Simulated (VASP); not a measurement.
# WS2 in VASP: notebook

The runs below take WS2 through single point, with PBEsol.

Everything below comes from runs of VASP 6.6.1. Logs are shortened: lines on timing, memory, paths and dates and some standing lists are left out, and cuts for length are marked.

## 1. The cell of the first run

The cell holds a slab with vacuum, 6 atoms: a = 2.957 Å, b = 3.100 Å, c = 23.567 Å, α = 90.00°, β = 90.00°, γ = 118.49°.

## 2. Single point, PBEsol (strain -0.0600 x Voigt [1, 0, 0, 0, 0, 0])

INCAR reads:

```
SYSTEM = WS2
PREC = Accurate
ENCUT = 520
EDIFF = 1E-6
ISMEAR = 0
SIGMA = 0.05
LREAL = .FALSE.
LASPH = .TRUE.
NELM = 80
ALGO = Normal
ISIF = 2
LWAVE = .FALSE.
LCHARG = .FALSE.
GGA = PS
NBANDS = 35
```

KPOINTS reads:

```
Automatic mesh
0
G
  12 12 2
  0 0 0
```

POSCAR reads:

```
WS2
1.0
    2.9571285006      0.0000000000      0.0000000000
   -1.4785642503      2.7244131955      0.0000000000
    0.0000000000      0.0000000000     23.5674572586
W S
2 4
Direct
    0.3333333333      0.6666666667      0.6345758579
    0.6666666667      0.3333333333      0.3654241421
    0.3333333333      0.6666666667      0.2989469828
    0.6666666667      0.3333333333      0.5680493466
    0.3333333333      0.6666666667      0.4319506534
    0.6666666667      0.3333333333      0.7010530172
```

Potentials or basis: VASP PAW PBE potentials, release 64 (W_sv, S).

On the command line:

```bash
$ cat potpaw_PBE.64/W_sv/POTCAR potpaw_PBE.64/S/POTCAR > POTCAR
$ mpirun -np 1 vasp_std > vasp.out
```

OUTCAR:

```text
SYSTEM = WS2
   PREC = Accurate
   ENCUT = 520
   EDIFF = 1E-6
   ISMEAR = 0
   LREAL = .FALSE.
   LASPH = .TRUE.
   NELM = 80
   ISIF = 2
   GGA = PS

 ion  position               nearest neighbor table
   1  0.333  0.667  0.635-   6 2.34   6 2.34   4 2.34   4 2.34   6 2.40   4 2.40
   2  0.667  0.333  0.365-   3 2.34   3 2.34   5 2.34   5 2.34   3 2.40   5 2.40
   3  0.333  0.667  0.299-   2 2.34   2 2.34   2 2.40
   4  0.667  0.333  0.568-   1 2.34   1 2.34   1 2.40
   5  0.333  0.667  0.432-   2 2.34   2 2.34   2 2.40
   6  0.667  0.333  0.701-   1 2.34   1 2.34   1 2.40

  LATTYP: Found a base centered orthorhombic cell.
 ALAT       =     2.9571285006
 B/A-ratio  =     1.8426072421
 C/A-ratio  =     7.9697102286

  Lattice vectors:

 A1 = (   1.4785642503,  -2.7244131955,   0.0000000000)
 A2 = (   1.4785642503,   2.7244131955,   0.0000000000)
 A3 = (   0.0000000000,   0.0000000000,  23.5674572586)

Analysis of symmetry for initial positions (statically):
=====================================================================
 Subroutine PRICEL returns:
 Original cell was already a primitive cell.

 Routine SETGRP: Setting up the symmetry group for a
 base centered orthorhombic supercell.

 Subroutine GETGRP returns: Found  4 space group operations
 (whereof  4 operations were pure point group operations)
 out of a pool of  8 trial point group operations.

The static configuration has the point symmetry C_2h.

Analysis of symmetry for dynamics (positions and initial velocities):
=====================================================================
 Subroutine PRICEL returns:
 Original cell was already a primitive cell.

 Routine SETGRP: Setting up the symmetry group for a
 base centered orthorhombic supercell.

 Subroutine GETGRP returns: Found  4 space group operations
 (whereof  4 operations were pure point group operations)
 out of a pool of  8 trial point group operations.

The dynamic configuration has the point symmetry C_2h.

 Subroutine INISYM returns: Found  4 space group operations
 (whereof  4 operations are pure point group operations),
 and found     1 'primitive' translations

----------------------------------------------------------------------------------------

                                     Primitive cell

  volume of cell :     189.8698

  direct lattice vectors                    reciprocal lattice vectors
     2.957128501  0.000000000  0.000000000     0.338165893  0.183525759  0.000000000
    -1.478564250  2.724413195  0.000000000     0.000000000  0.367051518  0.000000000
     0.000000000  0.000000000 23.567457259     0.000000000  0.000000000  0.042431391

  length of vectors
     2.957128501  3.099770879 23.567457259     0.384756904  0.367051518  0.042431391

  position of ions in fractional coordinates (direct lattice)
     0.333333333  0.666666667  0.634575858
     0.666666667  0.333333333  0.365424142
     0.333333333  0.666666667  0.298946983
     0.666666667  0.333333333  0.568049347
     0.333333333  0.666666667  0.431950653
     0.666666667  0.333333333  0.701053017

  ion indices of the primitive-cell ions
   primitive index   ion index
                 1           1
                 2           2
                 3           3
                 4           4
                 5           5
                 6           6

----------------------------------------------------------------------------------------

 KPOINTS: Automatic mesh

Automatic generation of k-mesh.
 Grid dimensions read from file:
 generate k-points for:   12   12    2

 Generating k-lattice:

  Cartesian coordinates                     Fractional coordinates (reciprocal lattice)
     0.028180491  0.015293813  0.000000000     0.083333333  0.000000000  0.000000000
     0.000000000  0.030587627  0.000000000     0.000000000  0.083333333  0.000000000
     0.000000000  0.000000000  0.021215696     0.000000000  0.000000000  0.500000000

  Length of vectors
     0.032063075  0.030587627  0.021215696

  Shift w.r.t. Gamma in fractional coordinates (k-lattice)
     0.000000000  0.000000000  0.000000000

 Subroutine IBZKPT returns following result:
 ===========================================

 Found     86 irreducible k-points:

 Following reciprocal coordinates:
            Coordinates               Weight
  0.000000  0.000000  0.000000      1.000000
  0.083333  0.000000  0.000000      4.000000
  0.166667  0.000000  0.000000      4.000000
  0.250000  0.000000  0.000000      4.000000
  0.333333  0.000000  0.000000      4.000000
  0.416667  0.000000  0.000000      4.000000
[... 16 lines left out ...]
  0.333333  0.166667  0.000000      4.000000
  0.416667  0.166667  0.000000      4.000000
 [... further k-points ...]
   k-points           NKPTS =     86   k-points in BZ     NKDIM =     86   number of bands    NBANDS=     35
   number of dos      NEDOS =    301   number of ions     NIONS =      6
   total plane-waves  NPLWV = 103680
   dimension x,y,z NGX =    24 NGY =   24 NGZ =  180
   dimension x,y,z NGXF=    48 NGYF=   48 NGZF=  360
   ions per type =               2   4
   NGX,Y,Z   is equivalent  to a cutoff of  13.49, 12.87, 12.70 a.u.
   NGXF,Y,Z  is equivalent  to a cutoff of  26.98, 25.74, 25.39 a.u.
 SYSTEM =  WS2
   PREC   = accura    normal or accurate (medium, high low for compatibility)
   ISTART =      0    job   : 0-new  1-cont  2-samecut
   ICHARG =      2    charge: 1-file 2-atom 10-const
   ISPIN  =      1    spin polarized calculation?
   LNONCOLLINEAR =      F non collinear calculations
   LSORBIT =      F    spin-orbit coupling
   LASPH  =      T    aspherical Exc in radial PAW
   ENCUT  =  520.0 eV  38.22 Ry    6.18 a.u.   5.50  5.76 43.82*2*pi/ulx,y,z
   NELM   =     80;   NELMIN=  2; NELMDL= -5     # of ELM steps
   EDIFF  = 0.1E-05   stopping-criterion for ELM
   LREAL  =      F    real-space projection
   EDIFFG = 0.1E-04   stopping-criterion for IOM
   NSW    =      0    number of steps for IOM
   IBRION =     -1    ionic relax: 0-MD 1-quasi-New 2-CG
   NFREE  =      0    steps in history (QN), initial steepest desc. (CG)
   ISIF   =      2    stress and relaxation
   ISYM   =      2    0-nonsym 1-usesym 2-fastsym
   POTIM  = 0.5000    time-step for ionic-motion
   TEBEG  =    0.0;   TEEND  =   0.0 temperature during run
   PSTRESS=    0.0 pullay stress
   NELECT =      52.0000    total number of electrons
   NUPDOWN=      -1.0000    fix difference up-down
   EMIN   =  10.00;   EMAX   =-10.00  energy-range for DOS
   EFERMI =   0.00;   METHOD = LEGACY
   ISMEAR =     0;   SIGMA  =   0.05  broadening in eV -4-tet -1-fermi 0-gaus
   EFERMI_NEDOS =   21; number of points for ismear=-14 and -15
   IALGO  =     38    algorithm
   IMIX   =      4    mixing-type and parameters
     AMIX     =   0.40;   BMIX     =  1.00
     AMIX_MAG =   1.60;   BMIX_MAG =  1.00
  volume/ion in A,a.u.               =      31.64       213.55
  Fermi-wavevector in a.u.,A,eV,Ry     =   1.063140  2.009044 15.378225  1.130268
  Thomas-Fermi vector in A             =   2.198615
   LORBIT       =      0    0 simple, 1 ext, 2 COOP (PROOUT), +10 PAW based schemes
   GGA     = PS    functional components
   LHFCALC =     F    Hartree Fock is set to
   AEXX    =    0.0000 exact exchange contribution
   IVDW    =     0    specifies the selected vdW correction
   LEPSILON=     F    determine dielectric tensor
   LRPA    =     F    only Hartree local field effects (RPA)
 non-spin polarized calculation
 Gauss-broadening in eV      SIGMA  =   0.05
  energy-cutoff  :      520.00
  volume of cell :      189.87
 maximum number of plane-waves:      5160
 NGX is ok and might be reduce to    24
   NGX = 11   NGY = 11   NGZ = 87

 number of electron      51.9999992 magnetization

 Free energy of the ion-electron system (eV)
  ---------------------------------------------------
  ext. energy  EPLUGINS =         0.00000000
  ---------------------------------------------------
  free energy    TOTEN  =       -50.09822339 eV

  energy without entropy =      -50.09822339  energy(sigma->0) =      -50.09822339

 E-fermi :   1.7094     XC(G=0):  -6.4257

 val. band max:        1.3341571099   @ k =   0.3333   0.3333   0.5000
 cond. band min:       3.0154229381   @ k =  -0.3333   0.1667   0.0000
 fundamental gap:      1.6812658282
 Fermi energy:         1.7094175700

 k-point     1 :       0.0000    0.0000    0.0000
  band No.  band energies     occupation
      1     -72.4430      2.00000
      2     -72.4429      2.00000
      3     -36.8339      2.00000
      4     -36.8339      2.00000
      5     -36.5718      2.00000
      6     -36.5718      2.00000
[... 27 lines left out ...]
     34       5.0865      0.00000
     35       6.4673      0.00000

 k-point     2 :       0.0833    0.0000    0.0000
  band No.  band energies     occupation
      1     -72.4405      2.00000
      2     -72.4405      2.00000
      3     -36.8264      2.00000
      4     -36.8264      2.00000
      5     -36.5851      2.00000
      6     -36.5851      2.00000
[... 27 lines left out ...]
     34       4.8354      0.00000
     35       6.6495      0.00000

 k-point     3 :       0.1667    0.0000    0.0000
  band No.  band energies     occupation
      1     -72.4339      2.00000
      2     -72.4339      2.00000
      3     -36.8060      2.00000
      4     -36.8060      2.00000
      5     -36.6396      2.00000
      6     -36.6396      2.00000
[... 27 lines left out ...]
     34       5.2853      0.00000
     35       7.1121      0.00000
[... 723 lines left out ...]
 k-point    23 :       0.3333    0.1667    0.0000
  band No.  band energies     occupation
      1     -72.4094      2.00000
      2     -72.4094      2.00000
      3     -36.9558      2.00000
      4     -36.9558      2.00000
      5     -36.7314      2.00000
      6     -36.7314      2.00000
[... 27 lines left out ...]
     34       6.7056      0.00000
     35       7.9059      0.00000

 k-point    24 :       0.4167    0.1667    0.0000
  band No.  band energies     occupation
      1     -72.4060      2.00000
      2     -72.4060      2.00000
      3     -36.9976      2.00000
      4     -36.9976      2.00000
      5     -36.7480      2.00000
      6     -36.7480      2.00000
[... 27 lines left out ...]
     34       6.6166      0.00000
     35       7.3570      0.00000

 [... further k-points ...]
[... 5 lines left out ...]
  --------------------------------------------------------------------------------------
  -------------------------------------------------------------------------------------
  Total       14.2879048      3.6128276      5.0819163      0.0000000     -0.0114780      0.0000000
  in kB      120.5655497     30.4861038     42.8827066      0.0000000     -0.0968548      0.0000000
  external PRESSURE =      64.6447867 kB  Pullay stress =       0.0000000 kB

 VOLUME and BASIS-vectors are now :
 -----------------------------------------------------------------------------
  energy-cutoff  :      520.00
  volume of cell :      189.87
      direct lattice vectors                 reciprocal lattice vectors
     2.957128501  0.000000000  0.000000000     0.338165893  0.183525759  0.000000000
    -1.478564250  2.724413195  0.000000000     0.000000000  0.367051518  0.000000000
     0.000000000  0.000000000 23.567457259     0.000000000  0.000000000  0.042431391

 POSITION                                       TOTAL-FORCE (eV/Angst)
 -----------------------------------------------------------------------------------
     -0.00000      1.81628     14.95534        -0.000000      0.549108     -0.000294
      1.47856      0.90814      8.61212         0.000000     -0.549108      0.000294
     -0.00000      1.81628      7.04542        -0.000000      0.275612     -0.816434
      1.47856      0.90814     13.38748        -0.000000     -0.275216     -0.809225
     -0.00000      1.81628     10.17998         0.000000      0.275216      0.809225
      1.47856      0.90814     16.52204         0.000000     -0.275612      0.816434
 -----------------------------------------------------------------------------------
    total drift:                                0.000000      0.000000      0.000000

  FREE ENERGIE OF THE ION-ELECTRON SYSTEM (eV)
  ---------------------------------------------------
  free  energy   TOTEN  =       -50.0982233864 eV

  energy  without entropy=      -50.0982233864  energy(sigma->0) =      -50.09822339
```

Wall time 22 min (1 thread of Intel Xeon 8259CL, shared host); peak memory 0.61 GiB.

What came out:

```
Free energy            : -50.0982 eV
Largest force          : 0.862 eV/Å
Band gap on the k mesh : 1.68 eV (least direct gap 2.27 eV)
```

Forces in eV/Å, atoms in the order of the input:
```
W    0.000  0.549  0.000
W    0.000 -0.549  0.000
S    0.000  0.276 -0.816
S    0.000 -0.275 -0.809
S    0.000  0.275  0.809
S    0.000 -0.276  0.816
```

Caveat: the cell differs from its parent crystal (strain -0.0600 x Voigt [1, 0, 0, 0, 0, 0]); there is no dipole correction, which matters where the two faces differ; the PAW data sets were made with another functional, which shifts forces and pressure a little; spin-orbit coupling is left out, which moves the levels of the heavy elements.

## 3. Single point, PBEsol (strain +0.0600 x Voigt [1, 0, 0, 0, 0, 0])

INCAR reads:

```
SYSTEM = WS2
PREC = Accurate ; ENCUT = 520
EDIFF = 1E-6 ; ISMEAR = 0
SIGMA = 0.05 ; LREAL = .FALSE.
LASPH = .TRUE. ; NELM = 100
ALGO = Normal ; ISIF = 2
LWAVE = .FALSE. ; LCHARG = .TRUE.
GGA = PS ; LELF = .TRUE.
LVHAR = .TRUE. ; NBANDS = 35
```

KPOINTS reads:

```
regular mesh
0
G
  12 12 2
  0 0 0
```

POSCAR, as its differences from that of step 2:

```diff
@@ -2,4 +2,4 @@
 1.0
-    2.9571285006      0.0000000000      0.0000000000
-   -1.4785642503      2.7244131955      0.0000000000
+    3.3346342666      0.0000000000      0.0000000000
+   -1.6673171333      2.7244131955      0.0000000000
     0.0000000000      0.0000000000     23.5674572586
```

Potentials or basis: VASP PAW PBE potentials, release 64 (W_sv, S).

On the command line:

```bash
$ cat potpaw_PBE.64/W_sv/POTCAR potpaw_PBE.64/S/POTCAR > POTCAR
$ mpirun -np 1 vasp_std > vasp.out
```

It took 30 min on 1 thread of Intel Xeon 8259CL, shared host; peak memory 0.68 GiB.

The run converged. Its results:

```
Free energy            : -50.2264 eV
Largest force          : 0.632 eV/Å
Band gap on the k mesh : 1.20 eV (least direct gap 1.59 eV)
```

Forces in eV/Å, atoms in the order of the input:
```
W    0.000 -0.346  0.001
W    0.000  0.346 -0.001
S    0.000 -0.175  0.607
S    0.000  0.174  0.603
S    0.000 -0.174 -0.603
S    0.000  0.175 -0.607
```

Levels at points of the mesh, in eV from the valence-band top:
```
           k point  band 22  band 23  band 24  band 25  band 26  band 27  band 28  band 29  band 30  band 31
(0.00, 0.00, 0.00)    -2.10    -1.98    -1.80    -0.50     0.00     2.08     2.08     2.25     2.32     2.57
(0.50, 0.00, 0.00)    -2.43    -1.63    -1.57    -1.39    -1.32     2.02     2.04     2.73     2.79     3.34
(0.00, 0.50, 0.00)    -2.29    -2.16    -2.08    -1.21    -1.13     2.28     2.29     2.66     2.78     3.25
(0.00, 0.00, 0.50)    -2.10    -1.98    -1.80    -0.50     0.00     2.08     2.08     2.25     2.32     2.57
(0.50, 0.00, 0.50)    -2.43    -1.63    -1.57    -1.39    -1.32     2.02     2.04     2.73     2.79     3.34
(0.00, 0.50, 0.50)    -2.29    -2.16    -2.08    -1.21    -1.13     2.28     2.29     2.66     2.78     3.25
```

Caveat: the cell differs from its parent crystal (strain +0.0600 x Voigt [1, 0, 0, 0, 0, 0]); there is no dipole correction, which matters where the two faces differ; the PAW data sets were made with another functional, which shifts forces and pressure a little; spin-orbit coupling is left out, which moves the levels of the heavy elements.

[end of part 1 of 2]
